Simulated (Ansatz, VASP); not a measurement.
**La2O3 in VASP and in Ansatz**

POSCAR

```
La2O3
1.0
    3.7776974828      0.0000000000      0.0000000000
   -1.8888487414      3.2715819879      0.0000000000
    0.0000000000      0.0000000000      6.4355832607
La O
2 3
Direct
    0.6666666667      0.3333333333      0.7538316293
    0.3333333333      0.6666666667      0.2461683707
    0.6666666667      0.3333333333      0.3599304210
    0.3333333333      0.6666666667      0.6400695790
    0.0000000000      0.0000000000      0.0000000000
```

INCAR.step1

```
PREC = Accurate
ENCUT = 520
ISMEAR = 0
SIGMA = 0.01
LREAL = F
LASPH = T
NELM = 60
NBANDS = 28
GGA = PE
ALGO = Normal
EDIFF = 1E-4
LWAVE = T
LCHARG = F
```

Contents of INCAR.step2:

```
PREC = Accurate
ENCUT = 520
EDIFF = 1E-6
ISMEAR = 0
SIGMA = 0.01
LREAL = F
LASPH = T
NELM = 60
ALGO = Normal
ISIF = 2
LWAVE = F
LCHARG = F
METAGGA = R2SCAN
LMIXTAU = T
NBANDS = 28
ISTART = 1
```

Contents of KPOINTS:

```
Automatic mesh
0
Gamma
  12 12 4
```

Input for Ansatz:

```yaml
crystal:
  lattice:
    - [3.7776974828, 0.0, 0.0]
    - [-1.8888487414, 3.2715819879, 0.0]
    - [0.0, 0.0, 6.4355832607]
  atoms:
    - { symbol: La, position: [0.6666666667, 0.3333333333, 0.7538316293] }
    - { symbol: La, position: [0.3333333333, 0.6666666667, 0.2461683707] }
    - { symbol: O, position: [0.6666666667, 0.3333333333, 0.359930421] }
    - { symbol: O, position: [0.3333333333, 0.6666666667, 0.640069579] }
    - { symbol: O, position: [0.0, 0.0, 0.0] }
kpoints:
  mp_grid: { grid: [12, 12, 4] }
  band_path:
    path:
      - [0.0, 0.0, 0.0]
      - [0.5, 0.0, 0.0]
      - [0.3333333333, 0.3333333333, 0.0]
      - [0.0, 0.0, 0.5]
      - [0.5, 0.0, 0.5]
      - [0.3333333333, 0.3333333333, 0.5]
      - [0.0, 0.5, 0.0]
    npoints: 1
hamiltonian:
  xc: r2scan
scf:
  occupations: { method: fixed }
  n_extra_bands: 5
output:
  forces: true
  stress: true
  eigenvalues: true
```

Change from the starting cell: epitaxial_xy strain -4.0%.

Alike in both runs: task single point; functional r2SCAN; k mesh 12 × 12 × 4; no spin polarisation.

|  | VASP | Ansatz |
| --- | --- | --- |
| version | VASP 6.6.1 | Ansatz 0.2.0 |
| potentials or method | VASP PAW PBE potentials, release 64 (La, O) | plane waves, PAW |
| plane-wave cutoff (eV) | 520 | 500 |
| occupations | gaussian, width 0.01 eV | fixed |
| valence electrons in the cell | 40 | 40 |

```tsv
	VASP	Ansatz	Ansatz less VASP
gap on the k mesh at the Fermi level (eV)	4.14	4.11	-0.027
pressure (GPa)	6.7	7.2	+0.54
traceless stress, the component that is largest in VASP (GPa)	-7.14	-7.22	-0.083
rms of the force components (eV/Å)	0.012	0.000	-0.0118
```

VASP's potentials were made for PBE, not for r2SCAN. Atom by atom the forces differ by 0.012 eV/Å (rms over components).

Spin-orbit coupling is off throughout.
